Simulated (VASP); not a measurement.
The system is AgCl.

```
CELL_PARAMETERS angstrom
3.39559 0.00000 0.00000
0.00000 3.39559 0.00000
0.00000 0.00000 3.39559
ATOMIC_POSITIONS crystal
Ag 0.00000 0.00000 0.00000
Cl 0.50000 0.50000 0.50000
```

Program: VASP 6.6.1. Alike in all runs: task single point; potentials or basis VASP PAW PBE potentials, release 64 (Ag, Cl); no spin polarisation; cell as given; cutoff (eV) 500; smearing gaussian 0.01 eV.

Order these runs on this cell by their band gap on the k mesh, lowest first.
A. level PBE+D4; k mesh 6 × 6 × 6
B. level PBE; k mesh 6 × 6 × 6, shifted
C. level PBE; k mesh 3 × 3 × 3

A (0.58 eV), C (0.85 eV), B (1.75 eV).

Caveats: some runs use coarse meshes; the structure was generated, so it needn't be the stable form of AgCl; semilocal functionals underestimate gaps, and a narrow one can read as zero (at least some runs); a shifted mesh leaves out Γ, where band edges can lie (at least some runs); an odd mesh through Γ misses points on the zone boundary, where band edges can lie (at least some runs).

A k mesh can miss the band edges, odd and even meshes differently.
